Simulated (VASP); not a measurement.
**GeSe7: relaxation of cell and atoms with PBE**

Crystal: GeSe7.

```
Ge Se
1.0
     0.00000    4.35429    4.35429
     4.35429    0.00000    4.35429
     4.35429    4.35429    0.00000
Ge Se
1 7
Cartesian
  0.0000 0.0000 0.0000
  4.3543 4.3543 4.3543
  2.1771 2.1771 0.0000
  2.1771 4.3543 2.1771
  4.3543 2.1771 2.1771
  2.1771 2.1771 4.3543
  2.1771 0.0000 2.1771
  0.0000 2.1771 2.1771
```

```json
{"Program": "VASP 6.6.1", "Task": "relaxation of cell and atoms", "Functional": "PBE", "Potentials or basis": "VASP PAW PBE potentials, release 64 (Ge_d, Se)", "Cutoff": "600 eV", "k mesh": "8 × 8 × 8", "Occupations": "gaussian, width 0.1 eV", "Spin": "no spin polarisation", "Dipole correction": "no", "Further INCAR settings": "ALGO = Normal; EDIFF = 1e-06; IBRION = 2; EDIFFG = -0.01; NSW = 100; ISIF = 3"}
```

| Quantity | Value |
| --- | --- |
| Relaxed volume | 20.68 Å³/atom |
| Relaxed cell | a = 6.162 Å, b = 6.162 Å, c = 6.162 Å, α = 60.00°, β = 60.00°, γ = 60.00° |
| Space group after relaxing (to 0.05 Å) | Fm-3m (No. 225) |
| Energy gained by relaxing | 0.0 meV/atom |
| Ionic steps | 2 |
| Pressure after relaxing | 0.0 GPa |
| Band gap on the k mesh | zero (band 28 reaches 7.04 eV, above the bottom of band 29 at 4.95 eV) |

Final structure:
```yaml
crystal:
  lattice:
    - [0.00000, 4.35689, 4.35689]
    - [4.35689, 0.00000, 4.35689]
    - [4.35689, 4.35689, 0.00000]
  atoms:
    - { symbol: Ge, position: [0.00000, 0.00000, 0.00000] }
    - { symbol: Se, position: [0.50000, 0.50000, 0.50000] }
    - { symbol: Se, position: [0.00000, 0.00000, 0.50000] }
    - { symbol: Se, position: [0.50000, 0.00000, 0.50000] }
    - { symbol: Se, position: [0.00000, 0.50000, 0.50000] }
    - { symbol: Se, position: [0.50000, 0.50000, 0.00000] }
    - { symbol: Se, position: [0.00000, 0.50000, 0.00000] }
    - { symbol: Se, position: [0.50000, 0.00000, 0.00000] }
```

Levels at points of the mesh, in eV from the Fermi level:
```tsv
k point	band 26	band 27	band 28	band 29	band 30	band 31
(0.00, 0.00, 0.00)	-0.31	1.68	1.68	1.68	1.71	1.71
(0.50, 0.00, 0.00)	-1.40	0.17	0.22	0.25	0.25	0.40
(0.50, 0.50, 0.00)	-2.19	-1.67	-0.77	0.36	0.66	0.66
```

It took 2.8 min on 1 thread of Intel(R) Xeon(R) 6975P-C (Granite Rapids), on a shared host, peak memory 0.46 GiB.
